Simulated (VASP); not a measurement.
# As (R-3m) in VASP: a series of runs

Aim: see how the results for As move with the level of theory and the settings. Levels: BLYP+D4, BLYP+D3(BJ). Tasks: single point, relaxation of cell and atoms.

Everything below comes from runs of VASP 6.6.1. Logs are shortened: lines on timing, memory, paths and dates and some standing lists are left out, and cuts for length are marked.

## (1) The cell of the first run

The structure is trigonal, space group R-3m (No. 166). Conventional cell: a = 3.806 Å, b = 3.806 Å, c = 10.484 Å, α = 90.00°, β = 90.00°, γ = 120.00°. As (site symmetry 3m) has 6 As at 2.55 to 3.12 Å within 3.4 Å.

## (2) Single point, BLYP+D4

Input file INCAR:

```
PREC     = Accurate       # precision mode
ENCUT    = 520            # plane-wave cutoff, eV
EDIFF    = 1E-7           # SCF threshold, eV
ISMEAR   = -1             # smearing method
SIGMA    = 0.05           # smearing width, eV
LREAL    = F              # projectors in reciprocal space
LASPH    = T              # aspherical terms in the spheres
NELM     = 60             # most SCF steps
ALGO     = Normal         # electronic algorithm
ISIF     = 2              # what is computed and relaxed
LWAVE    = F              # write WAVECAR
LCHARG   = F              # write CHGCAR
GGA      = B5             # functional
ALDAX    = 1.0          
AGGAX    = 1.0          
AGGAC    = 1.0          
ALDAC    = 0.0          
IVDW     = 13             # dispersion correction
VDW_S6   = 1.0          
VDW_S8   = 2.34076671   
VDW_A1   = 0.44488865   
VDW_A2   = 4.0933009    
NBANDS   = 12             # bands
```

Input file KPOINTS:

```
regular mesh
0
Gamma
  9 9 9
```

Input file POSCAR:

```
As
1.0
    1.9031413229      1.0987791551      3.4945593162
   -1.9031413229      1.0987791551      3.4945593162
    0.0000000000     -2.1975583102      3.4945593162
As
2
Direct
    0.2279226203      0.2279226203      0.2279226203
    0.7720773797      0.7720773797      0.7720773797
```

Potentials or basis: VASP PAW PBE potentials, release 64 (As).

On the command line:

```console
$ cat potpaw_PBE.64/As/POTCAR > POTCAR
$ mpirun -np 1 vasp_std > vasp.out
```

OUTCAR:

```text
PREC = Accurate
   ENCUT = 520
   EDIFF = 1E-7
   ISMEAR = -1
   LREAL = F
   LASPH = T
   NELM = 60
   ISIF = 2
   GGA = B5
   IVDW = 13

 ion  position               nearest neighbor table
   1  0.228  0.228  0.228-   2 2.55   2 2.55   2 2.55
   2  0.772  0.772  0.772-   1 2.55   1 2.55   1 2.55

  LATTYP: Found a trigonal (rhomboedric) cell.
 ALAT       =     4.1280997252
 COS(alpha) =     0.5749189805

  Lattice vectors:

 A1 = (   1.9031413229,   1.0987791551,   3.4945593162)
 A2 = (  -1.9031413229,   1.0987791551,   3.4945593162)
 A3 = (   0.0000000000,  -2.1975583102,   3.4945593162)

Analysis of symmetry for initial positions (statically):
=====================================================================
 Subroutine PRICEL returns:
 Original cell was already a primitive cell.

 Routine SETGRP: Setting up the symmetry group for a
 trigonal (rhombohedral) supercell.

 Subroutine GETGRP returns: Found 12 space group operations
 (whereof 12 operations were pure point group operations)
 out of a pool of 12 trial point group operations.

The static configuration has the point symmetry D_3d.

Analysis of symmetry for dynamics (positions and initial velocities):
=====================================================================
 Subroutine PRICEL returns:
 Original cell was already a primitive cell.

 Routine SETGRP: Setting up the symmetry group for a
 trigonal (rhombohedral) supercell.

 Subroutine GETGRP returns: Found 12 space group operations
 (whereof 12 operations were pure point group operations)
 out of a pool of 12 trial point group operations.

The dynamic configuration has the point symmetry D_3d.

 Subroutine INISYM returns: Found 12 space group operations
 (whereof 12 operations are pure point group operations),
 and found     1 'primitive' translations

----------------------------------------------------------------------------------------

                                     Primitive cell

  volume of cell :      43.8455

  direct lattice vectors                    reciprocal lattice vectors
     1.903141323  1.098779155  3.494559316     0.262723527  0.151683499  0.095386372
    -1.903141323  1.098779155  3.494559316    -0.262723527  0.151683499  0.095386372
     0.000000000 -2.197558310  3.494559316     0.000000000 -0.303366998  0.095386372

  length of vectors
     4.128099725  4.128099725  4.128099725     0.318009583  0.318009583  0.318009583

  position of ions in fractional coordinates (direct lattice)
     0.227922620  0.227922620  0.227922620
     0.772077380  0.772077380  0.772077380

  ion indices of the primitive-cell ions
   primitive index   ion index
                 1           1
                 2           2

----------------------------------------------------------------------------------------

 KPOINTS: regular mesh

Automatic generation of k-mesh.
 Grid dimensions read from file:
 generate k-points for:    9    9    9

 Generating k-lattice:

  Cartesian coordinates                     Fractional coordinates (reciprocal lattice)
     0.029191503  0.016853722  0.010598486     0.111111111  0.000000000  0.000000000
    -0.029191503  0.016853722  0.010598486     0.000000000  0.111111111  0.000000000
     0.000000000 -0.033707444  0.010598486     0.000000000  0.000000000  0.111111111

  Length of vectors
     0.035334398  0.035334398  0.035334398

  Shift w.r.t. Gamma in fractional coordinates (k-lattice)
     0.000000000  0.000000000  0.000000000

 Subroutine IBZKPT returns following result:
 ===========================================

 Found     85 irreducible k-points:

 Following reciprocal coordinates:
            Coordinates               Weight
  0.000000  0.000000  0.000000      1.000000
  0.111111  0.000000  0.000000      6.000000
  0.222222  0.000000 -0.000000      6.000000
  0.333333 -0.000000  0.000000      6.000000
  0.444444  0.000000 -0.000000      6.000000
  0.111111  0.111111  0.000000      6.000000
[... 16 lines left out ...]
 -0.333333  0.333333  0.000000      6.000000
  0.444444  0.444444  0.000000      6.000000
 [... further k-points ...]
   k-points           NKPTS =     85   k-points in BZ     NKDIM =     85   number of bands    NBANDS=     12
   number of dos      NEDOS =    301   number of ions     NIONS =      2
   total plane-waves  NPLWV =  32768
   dimension x,y,z NGX =    32 NGY =   32 NGZ =   32
   dimension x,y,z NGXF=    64 NGYF=   64 NGZF=   64
   ions per type =               2
   NGX,Y,Z   is equivalent  to a cutoff of  12.89, 12.89, 12.89 a.u.
   NGXF,Y,Z  is equivalent  to a cutoff of  25.77, 25.77, 25.77 a.u.
 SYSTEM =  unknown system
   PREC   = accura    normal or accurate (medium, high low for compatibility)
   ISTART =      0    job   : 0-new  1-cont  2-samecut
   ICHARG =      2    charge: 1-file 2-atom 10-const
   ISPIN  =      1    spin polarized calculation?
   LNONCOLLINEAR =      F non collinear calculations
   LSORBIT =      F    spin-orbit coupling
   LASPH  =      T    aspherical Exc in radial PAW
   ENCUT  =  520.0 eV  38.22 Ry    6.18 a.u.   7.68  7.68  7.68*2*pi/ulx,y,z
   NELM   =     60;   NELMIN=  2; NELMDL= -5     # of ELM steps
   EDIFF  = 0.1E-06   stopping-criterion for ELM
   LREAL  =      F    real-space projection
   EDIFFG = 0.1E-05   stopping-criterion for IOM
   NSW    =      0    number of steps for IOM
   IBRION =     -1    ionic relax: 0-MD 1-quasi-New 2-CG
   NFREE  =      0    steps in history (QN), initial steepest desc. (CG)
   ISIF   =      2    stress and relaxation
   ISYM   =      2    0-nonsym 1-usesym 2-fastsym
   POTIM  = 0.5000    time-step for ionic-motion
   TEBEG  =    0.0;   TEEND  =   0.0 temperature during run
   PSTRESS=    0.0 pullay stress
   NELECT =      10.0000    total number of electrons
   NUPDOWN=      -1.0000    fix difference up-down
   EMIN   =  10.00;   EMAX   =-10.00  energy-range for DOS
   EFERMI =   0.00;   METHOD = LEGACY
   ISMEAR =    -1;   SIGMA  =   0.05  broadening in eV -4-tet -1-fermi 0-gaus
   EFERMI_NEDOS =   21; number of points for ismear=-14 and -15
   IALGO  =     38    algorithm
   IMIX   =      4    mixing-type and parameters
     AMIX     =   0.40;   BMIX     =  1.00
     AMIX_MAG =   1.60;   BMIX_MAG =  1.00
  volume/ion in A,a.u.               =      21.92       147.94
  Fermi-wavevector in a.u.,A,eV,Ry     =   1.000230  1.890160 13.612080  1.000460
  Thomas-Fermi vector in A             =   2.132572
   LORBIT       =      0    0 simple, 1 ext, 2 COOP (PROOUT), +10 PAW based schemes
   GGA     = B5    functional components
   LHFCALC =     F    Hartree Fock is set to
   AEXX    =    0.0000 exact exchange contribution
   IVDW    =    13    specifies the selected vdW correction
   LEPSILON=     F    determine dielectric tensor
   LRPA    =     F    only Hartree local field effects (RPA)
 non-spin polarized calculation
  energy-cutoff  :      520.00
  volume of cell :       43.85
 maximum number of plane-waves:      1195
   NGX = 15   NGY = 15   NGZ = 15

 number of electron      10.0000000 magnetization

 number of electron       9.9999999 magnetization

 Free energy of the ion-electron system (eV)
  ---------------------------------------------------
  ext. energy  EPLUGINS =         0.00000000
  ---------------------------------------------------
  free energy    TOTEN  =        -7.89225496 eV

  energy without entropy =       -7.89087445  energy(sigma->0) =       -7.89156470

 E-fermi :   5.6812     XC(G=0):  -9.2309

 val. band max:        5.6659834582   @ k =   0.4444   0.3333   0.3333
 cond. band min:       5.6872473112   @ k =   0.4444   0.0000  -0.0000
 fundamental gap:      0.0212638531
 Fermi energy:         5.6812456880

 k-point     1 :       0.0000    0.0000    0.0000
  band No.  band energies     occupation
      1      -9.1286      2.00000
      2      -0.3489      2.00000
      3       3.2951      2.00000
      4       3.6816      2.00000
      5       3.6816      2.00000
      6       7.5285      0.00000
      7       8.5899      0.00000
      8       8.5899      0.00000
      9      12.6385      0.00000
     10      12.6385      0.00000
     11      13.0199      0.00000
     12      14.4934      0.00000

 k-point     2 :       0.1111    0.0000    0.0000
  band No.  band energies     occupation
      1      -8.9693      2.00000
      2      -0.8835      2.00000
      3       3.3155      2.00000
      4       3.5857      2.00000
      5       3.7113      2.00000
      6       7.6789      0.00000
      7       8.2776      0.00000
      8       8.4074      0.00000
      9      11.8877      0.00000
     10      12.4987      0.00000
     11      12.5782      0.00000
     12      15.4946      0.00000

 k-point     3 :       0.2222    0.0000   -0.0000
  band No.  band energies     occupation
      1      -8.4963      2.00000
      2      -2.1494      2.00000
      3       3.1397      2.00000
      4       3.3717      2.00000
      5       4.1029      2.00000
      6       7.1770      0.00000
      7       7.7623      0.00000
      8       7.8825      0.00000
      9      11.8880      0.00000
     10      12.4841      0.00000
     11      13.2462      0.00000
     12      17.5446      0.00000
[... 286 lines left out ...]
 k-point    23 :      -0.3333    0.3333    0.0000
  band No.  band energies     occupation
      1      -5.6162      2.00000
      2      -5.4683      2.00000
      3      -0.0208      2.00000
      4       2.5611      2.00000
      5       2.6252      2.00000
      6       8.2620      0.00000
      7       8.2698      0.00000
      8      11.3910      0.00000
      9      12.4210      0.00000
     10      13.8664      0.00000
     11      15.8834      0.00000
     12      18.3474      0.00000

 k-point    24 :       0.4444    0.4444    0.0000
  band No.  band energies     occupation
      1      -6.6523      2.00000
      2      -3.8205      2.00000
      3      -0.0396      2.00000
      4       1.6893      2.00000
      5       1.7146      2.00000
      6       7.5712      0.00000
      7      10.8655      0.00000
      8      12.2649      0.00000
      9      12.2888      0.00000
     10      16.2194      0.00000
     11      17.3920      0.00000
     12      18.7245      0.00000

 [... further k-points ...]

------------------------ aborting loop because EDIFF is reached ----------------------------------------

  DFT-D4 for vdW energy calculation

  Edisp (eV):   -1.70774

  FORCE on cell =-STRESS in cart. coord.  units (eV):
  Direction    XX          YY          ZZ          XY          YZ          ZX
  --------------------------------------------------------------------------------------
  -------------------------------------------------------------------------------------
  Total       0.15475     0.15475     0.09105     0.00000     0.00000    -0.00000
  in kB       5.65491     5.65491     3.32695     0.00000     0.00000    -0.00000
  external pressure =        4.88 kB  Pullay stress =        0.00 kB

 VOLUME and BASIS-vectors are now :
 -----------------------------------------------------------------------------
  energy-cutoff  :      520.00
  volume of cell :       43.85
      direct lattice vectors                 reciprocal lattice vectors
     1.903141323  1.098779155  3.494559316     0.262723527  0.151683499  0.095386372
    -1.903141323  1.098779155  3.494559316    -0.262723527  0.151683499  0.095386372
     0.000000000 -2.197558310  3.494559316     0.000000000 -0.303366998  0.095386372

 POSITION                                       TOTAL-FORCE (eV/Angst)
 -----------------------------------------------------------------------------------
      0.00000      0.00000      2.38947         0.000000      0.000000      0.066857
      0.00000      0.00000      8.09421         0.000000     -0.000000     -0.066857
 -----------------------------------------------------------------------------------
    total drift:                               -0.000000     -0.000000     -0.000000

  FREE ENERGIE OF THE ION-ELECTRON SYSTEM (eV)
  ---------------------------------------------------
  free  energy   TOTEN  =        -9.5999910370 eV

  energy  without entropy=       -9.5986105273  energy(sigma->0) =       -9.59930078
```

It took 44 s on 1 thread of Intel Xeon Platinum 8259CL at 2.50GHz (Skylake/Cascade Lake), shared host; peak memory 0.19 GiB.

What came out:

```yaml
Free_energy: -9.6000 eV
Pressure: 0.5 GPa
Largest_force: 0.067 eV/Å
Band_gap_on_the_k_mesh: 0.02 eV, indirect (least direct gap 0.58 eV)
Dispersion_energy_per_atom: -0.854 eV
```

Forces on the atoms (eV/Å):
```
As   0.000  0.000  0.067
As   0.000  0.000 -0.067
```

Stress tensor (GPa, compression positive):
```
0.57 0.00 0.00
0.00 0.57 0.00
0.00 0.00 0.33
```

Caveat: the PAW data sets were made with another functional, which shifts forces and pressure a little. A k mesh can miss the band edges.

## (3) Relaxation of cell and atoms, BLYP+D3(BJ)

This run uses another cell than the first one, of 21.53 Å³/atom, 0.982 times its volume.

Input file INCAR:

```
  PREC = Accurate
  ENCUT = 600
  EDIFF = 1E-6
  ISMEAR = -1
  SIGMA = 0.05
  LREAL = False
  LASPH = True
  NELM = 60
  ALGO = Normal
  ISIF = 3
  LWAVE = False
  LCHARG = False
  GGA = B5
  ALDAX = 1.0
  AGGAX = 1.0
  AGGAC = 1.0
  ALDAC = 0.0
  IVDW = 12
  VDW_S6 = 1.0
  VDW_S8 = 2.6996
  VDW_A1 = 0.4298
  VDW_A2 = 4.2359
  IBRION = 2
  NSW = 60
  EDIFFG = -0.01
```

KPOINTS is that of step 2.

Input file POSCAR:

```
As
1.0
    1.8807968987      1.0858785957      3.5140619945
   -1.8807968987      1.0858785957      3.5140619945
    0.0000000000     -2.1717571915      3.5140619945
As
2
Direct
    0.2260000000      0.2260000000      0.2260000000
    0.7740000000      0.7740000000      0.7740000000
```

Potentials or basis: VASP PAW PBE potentials, release 64 (As).

On the command line:

```console
$ cat potpaw_PBE.64/As/POTCAR > POTCAR
$ mpirun -np 1 vasp_std > vasp.out
```

Run time: 4.3 min. Hardware: 1 thread of Intel Xeon Platinum 8259CL at 2.50GHz (Skylake/Cascade Lake), shared host; peak memory 0.23 GiB.

It converged, with:

```
Free energy                            : -9.7529 eV
Relaxed volume                         : 21.59 Å³/atom
Relaxed cell                           : a = 4.081 Å, b = 4.081 Å, c = 4.081 Å, α = 55.63°, β = 55.63°, γ = 55.63°
Space group after relaxing (to 0.05 Å) : R-3m (No. 166)
Energy gained by relaxing              : 10.1 meV/atom
Ionic steps                            : 11
Pressure after relaxing                : 0.0 GPa
Largest force after relaxing           : 0.004 eV/Å
Band gap on the k mesh                 : 0.12 eV, indirect (least direct gap 0.61 eV)
Dispersion energy per atom             : -0.945 eV
```

Forces in eV/Å, atoms in the order of the input:
```
As   0.000  0.000 -0.004
As   0.000  0.000  0.004
```

Step by step:
| step | energy change (eV) | largest force (eV/Å) | pressure (GPa) | volume (Å³) |
| --- | --- | --- | --- | --- |
| 1 | 0.0000 | 0.5151 | 2.29 | 43.06 |
| 2 | -0.0078 | 0.1898 | -2.18 | 45.01 |
| 3 | -0.0155 | 0.0874 | -0.43 | 44.18 |
| 4 | -0.0171 | 0.0498 | -0.26 | 43.91 |
| 5 | -0.0188 | 0.0221 | 0.12 | 43.38 |
| 6 | -0.0188 | 0.0348 | 0.17 | 43.29 |
| 7 | -0.0200 | 0.0281 | -0.02 | 43.25 |
| 8 | -0.0201 | 0.0258 | -0.09 | 43.23 |
| 9 | -0.0201 | 0.0258 | -0.11 | 43.23 |
| 10 | -0.0201 | 0.0240 | 0.18 | 43.10 |
| 11 | -0.0202 | 0.0038 | 0.03 | 43.17 |

Final structure:
```cif
data_structure
_symmetry_space_group_name_H-M 'P 1'
_symmetry_Int_Tables_number 1
_cell_length_a 4.0805
_cell_length_b 4.0805
_cell_length_c 4.0805
_cell_angle_alpha 55.630
_cell_angle_beta 55.630
_cell_angle_gamma 55.630
_cell_volume 43.17
loop_
_atom_site_label
_atom_site_type_symbol
_atom_site_fract_x
_atom_site_fract_y
_atom_site_fract_z
_atom_site_occupancy
As1 As 0.22912 0.22912 0.22912 1
As2 As 0.77088 0.77088 0.77088 1
```

Levels at points of the mesh, in eV from the valence-band top:
| k point | band 2 | band 3 | band 4 | band 5 | band 6 | band 7 | band 8 | band 9 |
| --- | --- | --- | --- | --- | --- | --- | --- | --- |
| (0.00, 0.00, 0.00) | -5.85 | -2.27 | -1.95 | -1.95 | 2.08 | 3.07 | 3.07 | 6.92 |

Caveat: the PAW data sets were made with another functional, which shifts forces and pressure a little. A k mesh can miss the band edges.
